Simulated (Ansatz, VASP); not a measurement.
## Bi: VASP beside Ansatz

Contents of INCAR:

```
SYSTEM = Bi
PREC = Accurate
ENCUT = 520
EDIFF = 1E-6
ISMEAR = -1
SIGMA = 0.1
LREAL = .False.
LASPH = .True.
NELM = 100
ALGO = Normal
ISIF = 2
LWAVE = .False.
LCHARG = .False.
GGA = CA
NBANDS = 22
```

The input KPOINTS:

```
Automatic mesh
0
Gamma
  9 9 9
  0 0 0
```

POSCAR

```
Bi
1.0
    0.0000000000      3.5544524149      3.5544524149
    3.5544524149      0.0000000000      3.5544524149
    3.5544524149      3.5544524149      0.0000000000
Bi
2
Direct
    0.1250000000      0.1250000000      0.1250000000
    0.8750000000      0.8750000000      0.8750000000
```

Input for Ansatz:

```yaml
crystal:
  lattice:
    - [0.0, 3.5544524149, 3.5544524149]
    - [3.5544524149, 0.0, 3.5544524149]
    - [3.5544524149, 3.5544524149, 0.0]
  atoms:
    - { symbol: Bi, position: [0.125, 0.125, 0.125] }
    - { symbol: Bi, position: [0.875, 0.875, 0.875] }
hamiltonian:
  xc: lda
  pseudopotentials:
    kind: paw
    azcp:
      Bi: "pseudopotentials/Bi.paw.azcp"
basis:
  ecutwfc: 420
  fft_grid_basis: typed
kpoints:
  mp_grid: { grid: [9, 9, 9], shift: [0, 0, 0] }
magnetization:
  spin_polarized: false
scf:
  occupations: { method: fermi_dirac, width: 0.1 }
  lower_state_search: "off"
output:
  stress: true
```

Alike in both runs: task single point; functional LDA; k mesh 9 × 9 × 9; occupations fermi-dirac, width 0.1 eV; no spin polarisation.

```csv
,VASP,Ansatz
version,VASP 6.6.1,Ansatz 0.2.0
potentials or method,"VASP PAW LDA potentials, release 64 (Bi_d), cutoff 520 eV","plane waves (420 eV) with PAW, scalar-relativistic"
valence electrons in the cell,30,30
```

Ansatz gave:

* pressure (GPa): -0.1

Which values does VASP return?

Pressure (GPa): 0.0.

Ansatz warns that its potentials were made for another functional, while VASP's fit it. LDA's correlation is that of Perdew and Zunger in VASP and of Perdew and Wang (1992) in Ansatz.

Neither program's run includes spin-orbit coupling.
